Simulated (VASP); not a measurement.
Set up this calculation in VASP 6.6.1, as the native input.

* Task: single point
* Functional: PBE
* Potentials or basis: VASP PAW PBE potentials, release 64 (Ni_sv_GW, O)
* Cutoff: 700 eV
* k mesh: 9 × 9 × 9
* Occupations: fermi-dirac, width 0.05 eV
* Spin: collinear spin, ferromagnetic start
* Starting moments: [1.5, 0.0] μB
* Fixed moment: 1.5 μB
* Dipole correction: no
* Further INCAR settings: ALGO = Normal; EDIFF = 1e-06; NBANDS = 23

The structure of NiO lies in POSCAR:

```
NiO
1.0
    2.5046153800      0.0000000000      0.0000000000
    0.0000000000      2.5046153800      0.0000000000
    0.0000000000      0.0000000000      2.5046153800
Ni O
1 1
Direct
    0.0000000000      0.0000000000      0.0000000000
    0.5000000000      0.5000000000      0.5000000000
```

These files were run (other wordings do the same):

INCAR

```
SYSTEM = NiO
PREC     = Accurate       ! precision mode
ENCUT    = 700            ! plane-wave cutoff, eV
EDIFF    = 1E-6           ! SCF threshold, eV
ISMEAR   = -1             ! smearing method
SIGMA    = 0.05           ! smearing width, eV
LREAL    = .False.        ! projectors in reciprocal space
LASPH    = .True.         ! aspherical terms in the spheres
NELM     = 200            ! most SCF steps
ALGO     = Normal         ! electronic algorithm
ISIF     = 2              ! what is computed and relaxed
LWAVE    = .False.        ! write WAVECAR
LCHARG   = .False.        ! write CHGCAR
ISPIN    = 2              ! spin polarisation
MAGMOM   = 1.5 0          ! initial moments
LORBIT   = 11             ! projections on sites
NUPDOWN  = 1.5            ! fixed moment
LMAXMIX  = 4              ! l up to which the mixer works
GGA      = PE             ! functional
NBANDS   = 23             ! bands
GGA_COMPAT= .False.
```

KPOINTS

```
Automatic mesh
0
Gamma
  9 9 9
  0 0 0
```

Potentials or basis: VASP PAW PBE potentials, release 64 (Ni_sv_GW, O).

Launch:

```sh
$ cat potpaw_PBE.64/Ni_sv_GW/POTCAR potpaw_PBE.64/O/POTCAR > POTCAR
$ mpirun -np 1 vasp_std > vasp.out
```

It gave:

* Pressure: 28.3 GPa
* Net moment: 1.50 μB per cell
* Site moments: Ni +1.14; O +0.36 μB
* Valence electrons inside the program's atomic spheres: Ni 16.26; O 4.94

Caveat: the cell stands under pressure; the total moment is fixed, so each spin has its own Fermi level and the state may be an excited one; a cell with one magnetic atom can't hold antiferromagnetic order, which such compounds often take.

Wall time 22 s on 1 thread of Intel(R) Xeon(R) 6975P-C (Granite Rapids), on a shared host, peak memory 0.17 GiB.
